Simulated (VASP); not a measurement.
Wanted: the native input for a VASP 6.6.1 run.

```
Task                   : single point
Functional             : PBE
Potentials or basis    : VASP PAW PBE potentials, release 64 (Mg, Te)
Cutoff                 : 600 eV
k mesh                 : 4 × 4 × 2
Occupations            : gaussian, width 0.2 eV
Spin                   : no spin polarisation
Dipole correction      : no
Further INCAR settings : ALGO = Normal; EDIFF = 1e-06; NBANDS = 20
```

The structure of Mg5Te2 lies in POSCAR:

```
Mg5Te2
1.0
    5.3556627316      0.0000000000      0.0000000000
   -2.6778313658      4.6381399797      0.0000000000
    0.0000000000      0.0000000000      8.6634540411
Mg Te
5 2
Direct
    0.3333333333      0.6666666667      0.3310753844
    0.3333333333      0.6666666667      0.6689246156
    0.6666666667      0.3333333333      0.6689246156
    0.6666666667      0.3333333333      0.3310753844
    0.0000000000      0.0000000000      0.5000000000
    0.3333333333      0.6666666667      0.0000000000
    0.6666666667      0.3333333333      0.0000000000
```

These files were run (other wordings do the same):

INCAR

```
SYSTEM = Mg5Te2
PREC = Accurate
ENCUT = 600
EDIFF = 1E-6
ISMEAR = 0
SIGMA = 0.2
LREAL = .FALSE.
LASPH = .TRUE.
NELM = 120
ALGO = Normal
ISIF = 2
LWAVE = .FALSE.
LCHARG = .FALSE.
GGA = PE
NBANDS = 20
GGA_COMPAT = .FALSE.
```

KPOINTS

```
Automatic mesh
0
G
  4 4 2
  0 0 0
```

Potentials or basis: VASP PAW PBE potentials, release 64 (Mg, Te).

Run with:

```bash
$ cat potpaw_PBE.64/Mg/POTCAR potpaw_PBE.64/Te/POTCAR > POTCAR
$ mpirun -np 1 vasp_std > vasp.out
```

It gave:

| Quantity | Value |
| --- | --- |
| Pressure | 0.1 GPa |
| Largest force | 0.084 eV/Å |
| Band gap on the k mesh | zero (band 11 reaches 3.48 eV, above the bottom of band 12 at 2.77 eV) |

Caveat: the k points lie up to 0.36 Å⁻¹ apart; spin-orbit coupling is left out, which moves the levels of the heavy elements.

Wall time 98 s on 1 thread of Intel Xeon 8259CL (shared host), peak memory 0.39 GiB.
